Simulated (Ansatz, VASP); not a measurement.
## C: VASP beside Ansatz

```
CELL_PARAMETERS angstrom
0.00000 1.78582 1.78582
1.78582 0.00000 1.78582
1.78582 1.78582 0.00000
ATOMIC_POSITIONS crystal
C 0.87500 0.87500 0.87500
C 0.12500 0.12500 0.12500
```

Change from the starting cell: volume scaled by 1, PAW files.

Alike in both runs: task single point; functional PBE; k mesh 18 × 18 × 18; occupations fermi-dirac, width 0.1 eV; no spin polarisation.

|  | VASP | Ansatz |
| --- | --- | --- |
| version | VASP 6.6.1 | Ansatz 0.2.0 |
| potentials or method | VASP PAW PBE potentials, release 64 (C) | PAW with Ansatz's default frozen-core files, scalar-relativistic |
| plane-wave cutoff (eV) | 520 | 420 |
| valence electrons in the cell | 8 | 8 |

```csv
,VASP,Ansatz,Ansatz less VASP
gap on the k mesh at the Fermi level (eV),4.14,4.15,+0.008
pressure (GPa),0.6,0.0,-0.66
```
